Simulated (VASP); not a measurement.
# Ni (Im-3m) in VASP: notebook

Aim: see how the results for Ni move with the level of theory and the settings. Levels: PBEsol-based screened hybrid with 25 % exact exchange, LDA, PBE0. Tasks: single point, relaxation of cell and atoms.

Everything below comes from runs of VASP 6.6.1. Logs are shortened: lines on timing, memory, paths and dates and some standing lists are left out, and cuts for length are marked.

**1. The cell of the first run**

The structure is cubic, space group Im-3m (No. 229). The conventional cell has a = 2.767 Å, b = 2.767 Å, c = 2.767 Å, α = 90.00°, β = 90.00°, γ = 90.00°. Within 3.2 Å of Ni (site symmetry m-3m) lie 14 Ni at 2.40 to 2.77 Å.

This isn't the form of Ni at room conditions, which is fcc.

**2. Single point, PBEsol-based screened hybrid with 25 % exact exchange, collinear spin, ferromagnetic start**

POSCAR reads:

```
Ni
1.0
   -1.3837154700      1.3837154700      1.3837154700
    1.3837154700     -1.3837154700      1.3837154700
    1.3837154700      1.3837154700     -1.3837154700
Ni
1
Direct
    0.0000000000      0.0000000000      0.0000000000
```

INCAR.step1 reads:

```
SYSTEM = Ni
  PREC = Accurate
  ENCUT = 520
  EDIFF = 1E-5
  ISMEAR = -1
  SIGMA = 0.05
  LREAL = .False.
  LASPH = .True.
  NELM = 150
  ALGO = Normal
  ISIF = 2
  LWAVE = .True.
  LCHARG = .False.
  ISPIN = 2
  MAGMOM = 1
  LORBIT = 11
  LMAXMIX = 4
  GGA = PE
  NBANDS = 15
```

INCAR.step2 reads:

```
SYSTEM = Ni
  PREC = Accurate
  ENCUT = 520
  EDIFF = 1E-6
  ISMEAR = -1
  SIGMA = 0.05
  LREAL = .False.
  LASPH = .True.
  NELM = 150
  ALGO = Normal
  ISIF = 2
  LWAVE = .False.
  LCHARG = .False.
  ISPIN = 2
  MAGMOM = 1
  LORBIT = 11
  LMAXMIX = 4
  GGA = PS
  LHFCALC = .True.
  AEXX = 0.25
  HFSCREEN = 0.207
  PRECFOCK = Normal
  ISTART = 1
  NBANDS = 15
```

KPOINTS reads:

```
Automatic mesh
0
Gamma
  7 7 7
  0 0 0
```

Potentials or basis: VASP PAW PBE potentials, release 64 (Ni).

Command:

```console
cat potpaw_PBE.64/Ni/POTCAR > POTCAR
cp INCAR.step1 INCAR
mpirun -np 1 vasp_std > vasp.out
cp INCAR.step2 INCAR
mpirun -np 1 vasp_std > vasp.out
```

OUTCAR:

```text
SYSTEM = Ni
   PREC = Accurate
   ENCUT = 520
   EDIFF = 1E-6
   ISMEAR = -1
   LREAL = .False.
   LASPH = .True.
   NELM = 150
   ISIF = 2
   ISPIN = 2
   LORBIT = 11
   GGA = PS
   LHFCALC = .True.
   AEXX = 0.25
   HFSCREEN = 0.207
   PRECFOCK = Normal
   ISTART = 1

 ion  position               nearest neighbor table
   1  0.000  0.000  0.000-

  LATTYP: Found a body centered cubic cell.
 ALAT       =     2.7674309400

  Lattice vectors:

 A1 = (  -1.3837154700,   1.3837154700,   1.3837154700)
 A2 = (   1.3837154700,  -1.3837154700,   1.3837154700)
 A3 = (   1.3837154700,   1.3837154700,  -1.3837154700)

Analysis of symmetry for initial positions (statically):
=====================================================================
 Subroutine PRICEL returns:
 Original cell was already a primitive cell.

 Routine SETGRP: Setting up the symmetry group for a
 body centered cubic supercell.

 Subroutine GETGRP returns: Found 48 space group operations
 (whereof 48 operations were pure point group operations)
 out of a pool of 48 trial point group operations.

The static configuration has the point symmetry O_h .

Analysis of symmetry for dynamics (positions and initial velocities):
=====================================================================
 Subroutine PRICEL returns:
 Original cell was already a primitive cell.

 Routine SETGRP: Setting up the symmetry group for a
 body centered cubic supercell.

 Subroutine GETGRP returns: Found 48 space group operations
 (whereof 48 operations were pure point group operations)
 out of a pool of 48 trial point group operations.

The dynamic configuration has the point symmetry O_h .

Analysis of structural, dynamic, and magnetic symmetry:
=====================================================================
 Subroutine PRICEL returns:
 Original cell was already a primitive cell.

 Routine SETGRP: Setting up the symmetry group for a
 body centered cubic supercell.

 Subroutine GETGRP returns: Found 48 space group operations
 (whereof 48 operations were pure point group operations)
 out of a pool of 48 trial point group operations.

The overall configuration has the point symmetry O_h .

 Subroutine INISYM returns: Found 48 space group operations
 (whereof 48 operations are pure point group operations),
 and found     1 'primitive' translations

----------------------------------------------------------------------------------------

                                     Primitive cell

  volume of cell :      10.5974

  direct lattice vectors                    reciprocal lattice vectors
    -1.383715470  1.383715470  1.383715470     0.000000000  0.361345964  0.361345964
     1.383715470 -1.383715470  1.383715470     0.361345964  0.000000000  0.361345964
     1.383715470  1.383715470 -1.383715470     0.361345964  0.361345964  0.000000000

  length of vectors
     2.396665497  2.396665497  2.396665497     0.511020363  0.511020363  0.511020363

  position of ions in fractional coordinates (direct lattice)
     0.000000000  0.000000000  0.000000000

  ion indices of the primitive-cell ions
   primitive index   ion index
                 1           1

----------------------------------------------------------------------------------------

 KPOINTS: Automatic mesh

Automatic generation of k-mesh.
 Grid dimensions read from file:
 generate k-points for:    7    7    7

 Generating k-lattice:

  Cartesian coordinates                     Fractional coordinates (reciprocal lattice)
     0.000000000  0.051620852  0.051620852     0.142857143  0.000000000  0.000000000
     0.051620852  0.000000000  0.051620852     0.000000000  0.142857143  0.000000000
     0.051620852  0.051620852  0.000000000     0.000000000  0.000000000  0.142857143

  Length of vectors
     0.073002909  0.073002909  0.073002909

  Shift w.r.t. Gamma in fractional coordinates (k-lattice)
     0.000000000  0.000000000  0.000000000

 Subroutine IBZKPT returns following result:
 ===========================================

 Found     20 irreducible k-points:

 Following reciprocal coordinates:
            Coordinates               Weight
  0.000000  0.000000  0.000000      1.000000
  0.142857  0.000000  0.000000     12.000000
  0.285714  0.000000  0.000000     12.000000
  0.428571  0.000000  0.000000     12.000000
  0.142857  0.142857  0.000000     24.000000
  0.285714  0.142857  0.000000     48.000000
[... 12 lines left out ...]
 -0.428571 -0.428571  0.285714      8.000000
 -0.428571  0.428571  0.428571      6.000000
   k-points           NKPTS =     20   k-points in BZ     NKDIM =    343   number of bands    NBANDS=     15
   number of dos      NEDOS =    301   number of ions     NIONS =      1
   total plane-waves  NPLWV =   5832
   dimension x,y,z NGX =    18 NGY =   18 NGZ =   18
   dimension x,y,z NGXF=    36 NGYF=   36 NGZF=   36
   ions per type =               1
   NGX,Y,Z   is equivalent  to a cutoff of  12.49, 12.49, 12.49 a.u.
[... 42 lines left out ...]
   NKREDZ  =     1    reduce k-point grid by
   AEXX    =    0.2500 exact exchange contribution
   HFSCREEN=    0.2070 screening length (either q_TF or 0.3 A-1)
   HFSCREENC=   0.2070 screening length for correlation (either q_TF or 0.3 A-1)
   ENCUTFOCK=  -1.0 apply spherical cutoff to Coloumb kernel
   IVDW    =     0    specifies the selected vdW correction
   LEPSILON=     F    determine dielectric tensor
   LRPA    =     F    only Hartree local field effects (RPA)
 spin polarized calculation
  energy-cutoff  :      520.00
  volume of cell :       10.60
 maximum number of plane-waves:       321
 NGX is ok and might be reduce to    18
  NGX = 14; NGY = 14; NGZ = 14

 number of electron      10.0000004 magnetization       0.8558767

 Free energy of the ion-electron system (eV)
  ---------------------------------------------------
  ext. energy  EPLUGINS =         0.00000000
  ---------------------------------------------------
  free energy    TOTEN  =        -6.68037897 eV

  energy without entropy =       -6.67785248  energy(sigma->0) =       -6.67911572

 E-fermi :   8.8971     XC(G=0): -10.9918

 val. band max:        8.8719429784   @ k =   0.4286   0.0000   0.0000
 cond. band min:       9.1370921498   @ k =   0.4286   0.1429   0.0000
 fundamental gap:      0.2651491714
 Fermi energy:         8.8971421220

 spin component 1

 k-point     1 :       0.0000    0.0000    0.0000
  band No.  band energies     occupation
      1      -0.8586      1.00000
      2       4.8042      1.00000
      3       4.8042      1.00000
      4       4.8042      1.00000
      5       6.5804      1.00000
      6       6.5804      1.00000
      7      37.3682      0.00000
      8      37.3682      0.00000
      9      37.3682      0.00000
     10      42.5810      0.00000
     11      42.5810      0.00000
     12      44.2419      0.00000
     13      44.2419      0.00000
     14      44.2419      0.00000
     15      44.6360      0.00000
[... 325 lines left out ...]
 k-point    20 :      -0.4286    0.4286    0.4286
  band No.  band energies     occupation
      1       3.2532      1.00000
      2       3.2534      1.00000
      3       6.7828      1.00000
      4       6.7828      1.00000
      5       6.9477      1.00000
      6      17.4773      0.00000
      7      21.0162      0.00000
      8      21.0162      0.00000
      9      26.4933      0.00000
     10      28.0111      0.00000
     11      32.8653      0.00000
     12      51.4868      0.00000
     13      56.9760      0.00000
     14      56.9760      0.00000
     15      59.4220      0.00000
 Fermi energy:         8.8971421220

 spin component 2

 k-point     1 :       0.0000    0.0000    0.0000
  band No.  band energies     occupation
      1      -1.0080      1.00000
      2       7.4540      1.00000
      3       7.4540      1.00000
      4       7.5003      1.00000
      5       7.5003      1.00000
      6       7.5003      1.00000
      7      37.1339      0.00000
      8      37.1339      0.00000
      9      37.1339      0.00000
     10      42.4880      0.00000
     11      42.4880      0.00000
     12      44.4413      0.00000
     13      44.4413      0.00000
     14      44.4413      0.00000
     15      45.1364      0.00000
[... 325 lines left out ...]
 k-point    20 :      -0.4286    0.4286    0.4286
  band No.  band energies     occupation
      1       3.8178      1.00000
      2       3.8399      1.00000
      3      10.1488      0.00000
      4      10.1488      0.00000
      5      10.4933      0.00000
      6      17.4953      0.00000
      7      21.0631      0.00000
      8      21.0631      0.00000
      9      26.6554      0.00000
     10      28.1151      0.00000
     11      33.0559      0.00000
     12      51.5110      0.00000
     13      57.0289      0.00000
     14      57.0289      0.00000
     15      59.5502      0.00000

------------------------ aborting loop because EDIFF is reached ----------------------------------------

  FORCE on cell =-STRESS in cart. coord.  units (eV):
  Direction    XX          YY          ZZ          XY          YZ          ZX
  --------------------------------------------------------------------------------------
  -------------------------------------------------------------------------------------
  Total       -0.0114247     -0.0114247     -0.0114247     -0.0000000      0.0000000      0.0000000
  in kB       -1.7272419     -1.7272419     -1.7272419     -0.0000000      0.0000000      0.0000000
  external PRESSURE =      -1.7272419 kB  Pullay stress =       0.0000000 kB

 VOLUME and BASIS-vectors are now :
 -----------------------------------------------------------------------------
  energy-cutoff  :      520.00
  volume of cell :       10.60
      direct lattice vectors                 reciprocal lattice vectors
    -1.383715470  1.383715470  1.383715470     0.000000000  0.361345964  0.361345964
     1.383715470 -1.383715470  1.383715470     0.361345964  0.000000000  0.361345964
     1.383715470  1.383715470 -1.383715470     0.361345964  0.361345964  0.000000000

 POSITION                                       TOTAL-FORCE (eV/Angst)
 -----------------------------------------------------------------------------------
      0.00000      0.00000      0.00000         0.000000      0.000000      0.000000
 -----------------------------------------------------------------------------------
    total drift:                               -0.000000      0.000000     -0.000000

  FREE ENERGIE OF THE ION-ELECTRON SYSTEM (eV)
  ---------------------------------------------------
  free  energy   TOTEN  =        -6.6803789702 eV

  energy  without entropy=       -6.6778524781  energy(sigma->0) =       -6.67911572

 total charge

# of ion       s       p       d       tot
------------------------------------------
    1        0.510   0.497   8.406   9.413

 magnetization (x)

# of ion       s       p       d       tot
------------------------------------------
    1       -0.017  -0.029   0.908   0.863
```

Wall time 21 min (1 thread of Intel Xeon Platinum 8488C (Sapphire Rapids), shared host); peak memory 0.23 GiB.

What came out:

```yaml
Free_energy: -6.6804 eV
Pressure: -0.2 GPa
Net_moment: 0.86 μB per cell
Site_moments: Ni +0.86 μB
Valence_electrons_inside_the_program's_atomic_spheres: Ni 9.41
```

Caveat: the k points lie up to 0.46 Å⁻¹ apart; the PAW data sets were made with another functional, which shifts forces and pressure a little.

**3. Single point, LDA, collinear spin, ferromagnetic start**

This run uses another cell than the first one, of 10.06 Å³/atom.

INCAR reads:

```
SYSTEM = Ni
  PREC = Accurate
  ENCUT = 520
  EDIFF = 1E-6
  ISMEAR = -1
  SIGMA = 0.05
  LREAL = .FALSE.
  LASPH = .TRUE.
  NELM = 150
  ALGO = Normal
  ISIF = 2
  LWAVE = .FALSE.
  LCHARG = .TRUE.
  ISPIN = 2
  MAGMOM = 1
  LORBIT = 11
  LMAXMIX = 4
  GGA = CA
  LELF = .TRUE.
  LVHAR = .TRUE.
  NBANDS = 15
```

KPOINTS reads:

```
Automatic mesh
0
G
  13 13 13
  0 0 0
```

POSCAR reads:

```
Ni
1.0
   -1.3597988504      1.3597988504      1.3597988504
    1.3597988504     -1.3597988504      1.3597988504
    1.3597988504      1.3597988504     -1.3597988504
Ni
1
Direct
    0.0000000000      0.0000000000      0.0000000000
```

Potentials or basis: VASP PAW LDA potentials, release 64 (Ni).

Command:

```console
cat potpaw_LDA.64/Ni/POTCAR > POTCAR
mpirun -np 1 vasp_std > vasp.out
```

It took 43 s on 1 thread of Intel Xeon 8259CL, shared host; peak memory 0.13 GiB.

The run converged. Its results:

| Item | Value |
| --- | --- |
| Free energy | -6.4865 eV |
| Pressure | -0.2 GPa |
| Net moment | 0.17 μB per cell |
| Site moments | Ni +0.16 μB |
| Valence electrons inside the program's atomic spheres | Ni 9.47 |

Levels at points of the mesh, in eV from the Fermi level:
Spin up:
```
           k point  band 2  band 3  band 4  band 5  band 6  band 7  band 8  band 9
(0.00, 0.00, 0.00)   -2.24   -2.24   -2.24   -0.68   -0.68   27.35   27.35   27.35
```
Spin down:
```csv
k point,band 3,band 4,band 5,band 6,band 7,band 8
"(0.00, 0.00, 0.00)",-2.06,-2.06,-0.55,-0.55,27.35,27.35
```

**4. Relaxation of cell and atoms, LDA, collinear spin, ferromagnetic start**

INCAR reads:

```
SYSTEM = Ni
PREC = Accurate
ENCUT = 600
EDIFF = 1E-6
ISMEAR = -1
SIGMA = 0.05
LREAL = .FALSE.
LASPH = .TRUE.
NELM = 150
ALGO = Fast
ISIF = 3
LWAVE = .FALSE.
LCHARG = .FALSE.
ISPIN = 2
MAGMOM = 1
LORBIT = 11
LMAXMIX = 4
GGA = CA
IBRION = 2
NSW = 60
EDIFFG = -0.01
```

KPOINTS is that of step 3.

POSCAR reads:

```
Ni
1.0
   -1.3837154700      1.3837154700      1.3837154700
    1.3837154700     -1.3837154700      1.3837154700
    1.3837154700      1.3837154700     -1.3837154700
Ni
1
Direct
    0.0000000000      0.0000000000      0.0000000000
```

Command:

```console
cat potpaw_LDA.64/Ni/POTCAR > POTCAR
mpirun -np 1 vasp_std > vasp.out
```

It took 76 s on 1 thread of Intel Xeon 8259CL, shared host; peak memory 0.14 GiB.

Results (log left out):

- Free energy: -6.4866 eV
- Relaxed volume: 10.04 Å³/atom
- Relaxed cell: a = 2.354 Å, b = 2.354 Å, c = 2.354 Å, α = 109.47°, β = 109.47°, γ = 109.47°
- Space group after relaxing (to 0.1 Å): Im-3m (No. 229)
- Energy gained by relaxing: 20.6 meV/atom
- Ionic steps: 3
- Pressure after relaxing: -0.1 GPa
- Band gap on the k mesh: zero (filled and empty bands overlap)
- Net moment: 0.00 μB per cell
- Valence electrons inside the program's atomic spheres: Ni 9.48

Step by step:
```tsv
step	energy change (eV)	largest force (eV/Å)	pressure (GPa)	volume (Å³)
1	0.0000	0.0000	-10.99	10.60
2	0.0023	0.0000	15.51	9.52
3	-0.0206	0.0000	-0.10	10.04
```

Final structure:
```
CELL_PARAMETERS angstrom
-1.35898 1.35898 1.35898
1.35898 -1.35898 1.35898
1.35898 1.35898 -1.35898
ATOMIC_POSITIONS crystal
Ni 0.00000 0.00000 0.00000
```

Levels at points of the mesh, in eV from the Fermi level:
Spin up:
| k point | band 2 | band 3 | band 4 | band 5 | band 6 | band 7 | band 8 | band 9 |
| --- | --- | --- | --- | --- | --- | --- | --- | --- |
| (0.00, 0.00, 0.00) | -2.17 | -2.17 | -2.17 | -0.62 | -0.62 | 27.36 | 27.36 | 27.36 |
Spin down:
```tsv
k point	band 2	band 3	band 4	band 5	band 6	band 7	band 8	band 9
(0.00, 0.00, 0.00)	-2.17	-2.17	-2.17	-0.62	-0.62	27.36	27.36	27.36
```

**5. Single point, PBE0, collinear spin, ferromagnetic start**

This run uses another cell than the first one, of 10.62 Å³/atom.

POSCAR reads:

```
Ni
1.0
   -1.3847707126      1.3847707126      1.3847707126
    1.3847707126     -1.3847707126      1.3847707126
    1.3847707126      1.3847707126     -1.3847707126
Ni
1
Direct
    0.0000000000      0.0000000000      0.0000000000
```

INCAR.step1 reads:

```
PREC = Accurate
ENCUT = 520
EDIFF = 1E-5
ISMEAR = -1
SIGMA = 0.05
LREAL = F
LASPH = T
NELM = 150
ALGO = Normal
ISIF = 2
LWAVE = T
LCHARG = F
ISPIN = 2
MAGMOM = 1
LORBIT = 11
LMAXMIX = 4
GGA = PE
NBANDS = 15
```

INCAR.step2 reads:

```
PREC = Accurate
ENCUT = 520
EDIFF = 1E-6
ISMEAR = -1
SIGMA = 0.05
LREAL = F
LASPH = T
NELM = 150
ALGO = Normal
ISIF = 2
LWAVE = F
LCHARG = F
ISPIN = 2
MAGMOM = 1
LORBIT = 11
LMAXMIX = 4
GGA = PE
LHFCALC = T
AEXX = 0.25
PRECFOCK = Normal
ISTART = 1
NBANDS = 15
```

KPOINTS reads:

```
Automatic mesh
0
Gamma
  7 7 7
```

Potentials or basis: VASP PAW PBE potentials, release 64 (Ni).

Command:

```console
cat potpaw_PBE.64/Ni/POTCAR > POTCAR
cp INCAR.step1 INCAR
mpirun -np 1 vasp_std > vasp.out
cp INCAR.step2 INCAR
mpirun -np 1 vasp_std > vasp.out
```

Wall time 25 min (1 thread of Intel Xeon Platinum 8375C at 2.90GHz (Ice Lake), shared host); peak memory 0.14 GiB.

The run converged. Its results:

```yaml
Free_energy: -6.7426 eV
Pressure: 0.1 GPa
Net_moment: 0.53 μB per cell
Site_moments: Ni +0.56 μB
Valence_electrons_inside_the_program's_atomic_spheres: Ni 9.41
```

Levels at points of the mesh, in eV from the Fermi level:
Spin up:
```tsv
k point	band 2	band 3	band 4	band 5	band 6	band 7	band 8	band 9
(0.00, 0.00, 0.00)	-4.19	-4.19	-4.19	-2.61	-2.61	28.72	28.72	28.72
```
Spin down:
```tsv
k point	band 3	band 4	band 5	band 6	band 7	band 8
(0.00, 0.00, 0.00)	-2.37	-2.37	-2.04	-2.04	28.37	28.37
```

Caveat: the k points lie up to 0.46 Å⁻¹ apart; the PAW data sets were made with another functional, which shifts forces and pressure a little.

**6. Summary**

| task | level | potentials or basis | cell | k mesh | cutoff (eV) | grid for exact exchange (PRECFOCK) | share of exact exchange | screening parameter | gap on the mesh (eV) | pressure (GPa) | moment (μB) |
| --- | --- | --- | --- | --- | --- | --- | --- | --- | --- | --- | --- |
| single point | PBEsol-based screened hybrid with 25 % exact exchange | VASP PAW PBE potentials, release 64 (Ni) | a = 2.397 Å, angles 109.5°, 1 atom | 7 × 7 × 7 | 520 | Normal | 0.25 | 0.207 1/Å | none | -0.2 | 0.86 |
| single point | LDA | VASP PAW LDA potentials, release 64 (Ni) | a = 2.355 Å, angles 109.5°, 1 atom | 13 × 13 × 13 | 520 | - | - | - | none | -0.2 | 0.17 |
| relaxation of cell and atoms | LDA | VASP PAW LDA potentials, release 64 (Ni) | relaxed from a = 2.397 Å, angles 109.5°, 1 atom | 13 × 13 × 13 | 600 | - | - | - | none | -0.1 | 0.00 |
| single point | PBE0 | VASP PAW PBE potentials, release 64 (Ni) | a = 2.398 Å, angles 109.5°, 1 atom | 7 × 7 × 7 | 520 | Normal | 0.25 | - | none | 0.1 | 0.53 |

Alike in all rows: spin collinear, ferromagnetic start; smearing fermi-dirac 0.05 eV.

Caveats: some runs use coarse meshes; the PAW data sets were made with another functional, which shifts forces and pressure a little (at least some runs).

Absolute energies hang on the potentials; compare differences alone.
